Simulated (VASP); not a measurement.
Crystal: Ni.

```xyz
2
Lattice="2.7674 0.0000 0.0000 0.0000 2.7674 0.0000 0.0000 0.0000 2.7674" Properties=species:S:1:pos:R:3 pbc="T T T"
Ni    0.0000    0.0000    0.0000
Ni    1.3837    1.3837    1.3837
```

Base run:

```yaml
Program: VASP 6.6.1
Functional: LDA
Potentials_or_basis: VASP PAW LDA potentials, release 64 (Ni)
Cutoff: 520 eV
k_mesh: 11 × 11 × 11
Occupations: fermi-dirac, width 0.05 eV
Spin: collinear spin, ferromagnetic start
Starting_moments: "[1.5, 1.5] μB"
```

Its results: pressure -10.8 GPa.

Task: After a change of settings the same cell gave: pressure -12.0 GPa. Which change was it?
A. spin from collinear spin, ferromagnetic start to no spin polarisation; further incar settings from ALGO = Normal; EDIFF = 1e-06; NBANDS = 21 to ALGO = Normal; EDIFF = 1e-07; NBANDS = 17
B. potentials or basis from VASP PAW LDA potentials, release 64 (Ni) to VASP PAW LDA potentials, release 64 (Ni_sv_GW); cutoff from 520 eV to 590 eV; further incar settings from ALGO = Normal; EDIFF = 1e-06; NBANDS = 21 to ALGO = Normal; EDIFF = 1e-06; NBANDS = 29; valence electrons from 20 to 36
C. further incar settings from ALGO = Normal; EDIFF = 1e-06; NBANDS = 21 to ALGO = Normal; EDIFF = 1e-07; NBANDS = 21

Result: A.
